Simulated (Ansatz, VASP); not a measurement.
# One calculation of MgS, two programs

Contents of INCAR:

```
PREC = Accurate
ENCUT = 520
EDIFF = 1E-7
ISMEAR = -1
SIGMA = 0.05
LREAL = F
LASPH = T
NELM = 60
ALGO = Normal
ISIF = 2
LWAVE = F
LCHARG = F
GGA = PE
NBANDS = 11
```

Contents of KPOINTS:

```
regular mesh
0
Gamma
  6 6 6
```

The input POSCAR:

```
MgS
1.0
    0.0000000000      2.6016500000      2.6016500000
    2.6016500000      0.0000000000      2.6016500000
    2.6016500000      2.6016500000      0.0000000000
S Mg
1 1
Direct
    0.5000000000      0.5000000000      0.5000000000
    0.0000000000      0.0000000000      0.0000000000
```

The input input.yaml:

```yaml
crystal:
  lattice:
    - [0.0, 2.60165, 2.60165]
    - [2.60165, 0.0, 2.60165]
    - [2.60165, 2.60165, 0.0]
  atoms:
    - { symbol: S, position: [0.5, 0.5, 0.5] }
    - { symbol: Mg, position: [0.0, 0.0, 0.0] }
kpoints:
  mp_grid: { grid: [6, 6, 6] }
scf:
  occupations: { method: fermi_dirac, width: 0.05 }
hamiltonian:
  xc: pbe
  pseudopotentials: { kind: all_electron, datasets: crystal }
output:
  forces: true
  stress: true
  eigenvalues: true
  elf: true
  volumetric_format: npy
```

Alike in both runs: task single point; functional PBE; k mesh 6 × 6 × 6; occupations fermi-dirac, width 0.05 eV; no spin polarisation.

```csv
,VASP,Ansatz
version,VASP 6.6.1,Ansatz 0.2.0
potentials or method,"VASP PAW PBE potentials, release 64 (S, Mg), cutoff 520 eV",all-electron PAW datasets made for the crystal
```

Ansatz gave:

| Item | Value |
| --- | --- |
| gap on the k mesh at the Fermi level (eV) | 2.78 |
| least direct gap on the mesh (eV) | 3.72 |
| pressure (GPa) | 1.2 |

Which values does VASP return?

gap on the k mesh at the Fermi level (eV): 2.77; least direct gap on the mesh (eV): 3.71; pressure (GPa): 0.9.

Ansatz ran all-electron here, and VASP with PAW potentials.
